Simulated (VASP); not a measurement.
The system is MgO.

```
Mg O
1.0
     2.62335    0.00000    0.00000
     0.00000    2.62335    0.00000
     0.00000    0.00000    2.62335
Mg O
1 1
Direct
  0.00000 0.00000 0.00000
  0.50000 0.50000 0.50000
```

Base run:

```yaml
Program: VASP 6.6.1
Functional: PBE
Potentials_or_basis: VASP PAW PBE potentials, release 64 (Mg, O)
Cutoff: 520 eV
k_mesh: 6 × 6 × 6
Occupations: gaussian, width 0.01 eV
Spin: no spin polarisation
```

Its results: band gap on the k mesh 2.62 eV, indirect (least direct gap 3.64 eV); pressure 5.5 GPa.

Task: After a change of settings the same cell gave: band gap on the k mesh 3.45 eV, indirect (least direct gap 4.51 eV); pressure -1.2 GPa. Which change was it?
A. functional from PBE to HSE06; further incar settings from ALGO = Normal; EDIFF = 1e-07; NBANDS = 11 to ALGO = Normal; EDIFF = 1e-06; NBANDS = 11
B. further incar settings from ALGO = Normal; EDIFF = 1e-07; NBANDS = 11 to ALGO = Normal; EDIFF = 1e-06; NBANDS = 11
C. k mesh from 6 × 6 × 6 to 8 × 8 × 8; further incar settings from ALGO = Normal; EDIFF = 1e-07; NBANDS = 11 to ALGO = Normal; EDIFF = 1e-06; NBANDS = 11
D. functional from PBE to r2SCAN

Result: D.

r2SCAN gives the wider gap, since meta-GGAs in the generalised Kohn-Sham scheme recover part of the derivative discontinuity.

Caveats: the PAW data sets were made with another functional, which shifts forces and pressure a little (some runs).
